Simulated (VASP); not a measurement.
Set up this calculation in VASP 6.6.1, as the native input.

| Item | Value |
| --- | --- |
| Task | single point |
| Functional | PBE |
| Potentials or basis | VASP PAW PBE potentials, release 64 (Ge_d) |
| Cutoff | 500 eV |
| k mesh | 4 × 4 × 4 |
| Occupations | gaussian, width 0.1 eV |
| Spin | no spin polarisation |
| Dipole correction | no |
| Further INCAR settings | ALGO = Normal; EDIFF = 1e-06; NBANDS = 36 |

The structure of Ge lies in POSCAR:

```
Ge
1.0
    3.9840193314      0.0000000000      0.0000000000
    0.0000000000      5.6342541952      0.0000000000
    0.0000000000      0.0000000000      4.1475077278
Ge
4
Direct
    0.0000000000      0.0000000000      0.0000000000
    0.5000000000      0.2500000000      0.0000000000
    0.5000000000      0.5000000000      0.5000042000
    0.0000000000      0.7500000000      0.5000042000
```

These files were run (other wordings do the same):

INCAR

```
  ALGO = Normal
  EDIFF = 1E-6
  ENCUT = 500
  GGA = PE
  GGA_COMPAT = F
  ISIF = 2
  ISMEAR = 0
  LASPH = T
  LCHARG = T
  LELF = T
  LREAL = F
  LVHAR = T
  LWAVE = F
  NBANDS = 36
  NELM = 120
  PREC = Accurate
  SIGMA = 0.1
```

KPOINTS

```
k-points
0
Gamma
  4 4 4
```

Potentials or basis: VASP PAW PBE potentials, release 64 (Ge_d).

The run is started by

```bash
$ cat potpaw_PBE.64/Ge_d/POTCAR > POTCAR
$ mpirun -np 1 vasp_std > vasp.out
```

Results of the run:

* Pressure: 2.2 GPa
* Largest force: 0.371 eV/Å
* Band gap on the k mesh: zero (bands 28 and 29 overlap by 0.04 eV)

Caveat: the k points lie up to 0.39 Å⁻¹ apart; semilocal functionals underestimate gaps, and a narrow one can read as zero.

It took 90 s on 1 thread of Oxide Virtual Turin-like Processor (shared host), peak memory 0.18 GiB.
